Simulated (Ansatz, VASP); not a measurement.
## Two plane-wave programs on BN

```xyz
2
Lattice="0.0000 1.8130 1.8130 1.8130 0.0000 1.8130 1.8130 1.8130 0.0000" Properties=species:S:1:pos:R:3 pbc="T T T"
B     0.0000    0.0000    0.0000
N     2.7637    2.7637    2.7195
```

Change from the starting cell: all N atoms moved +0.062 Å, as atom 2 along Cartesian [1 1 0].

Alike in both runs: task single point; functional LDA; k mesh 12 × 12 × 12; occupations gaussian, width 0.05 eV; no spin polarisation.

|  | VASP | Ansatz |
| --- | --- | --- |
| version | VASP 6.6.1 | Ansatz 0.2.0 |
| potentials or method | VASP PAW LDA potentials, release 64 (B, N), cutoff 520 eV | scalar-relativistic, plane waves, PAW |
| valence electrons in the cell | 8 | 8 |

VASP gave:

```
gap on the k mesh at the Fermi level (eV)                     : 3.76
least direct gap on the mesh (eV)                             : 7.72
pressure (GPa)                                                : -12.2
traceless stress, the component that is largest in VASP (GPa) : 1.21
rms of the force components (eV/Å)                            : 0.850
```

Task: Estimate Ansatz's values.

Result: gap on the k mesh at the Fermi level (eV): 3.78; least direct gap on the mesh (eV): 7.73; pressure (GPa): -13.1; traceless stress, the component that is largest in VASP (GPa): 1.21; rms of the force components (eV/Å): 0.846.

LDA's correlation is that of Perdew and Zunger in VASP and of Perdew and Wang (1992) in Ansatz. Atom by atom the forces differ by 0.005 eV/Å (rms over components).
